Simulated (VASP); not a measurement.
A run of VASP 6.6.1 is set up as follows.

File INCAR:

```
SYSTEM = V
  ALGO = Normal
  EDIFF = 1E-6
  ENCUT = 520
  GGA = PS
  ISIF = 2
  ISMEAR = -1
  LASPH = .TRUE.
  LCHARG = .FALSE.
  LREAL = .FALSE.
  LWAVE = .FALSE.
  NBANDS = 12
  NELM = 60
  PREC = Accurate
  SIGMA = 0.1
```

The input KPOINTS:

```
k-points
0
G
  24 24 24
  0 0 0
```

Contents of POSCAR:

```
V
1.0
   -1.4993620659      1.4993620659      1.4993620659
    1.4993620659     -1.4993620659      1.4993620659
    1.4993620659      1.4993620659     -1.4993620659
V
1
Direct
    0.0000000000      0.0000000000      0.0000000000
```

Potentials or basis: VASP PAW PBE potentials, release 64 (V_sv).

Command:

```console
$ cat potpaw_PBE.64/V_sv/POTCAR > POTCAR
$ mpirun -np 1 vasp_std > vasp.out
```

Q: Estimate the pressure.

A: -6.9 GPa.

Caveat: the PAW data sets were made with another functional, which shifts forces and pressure a little.
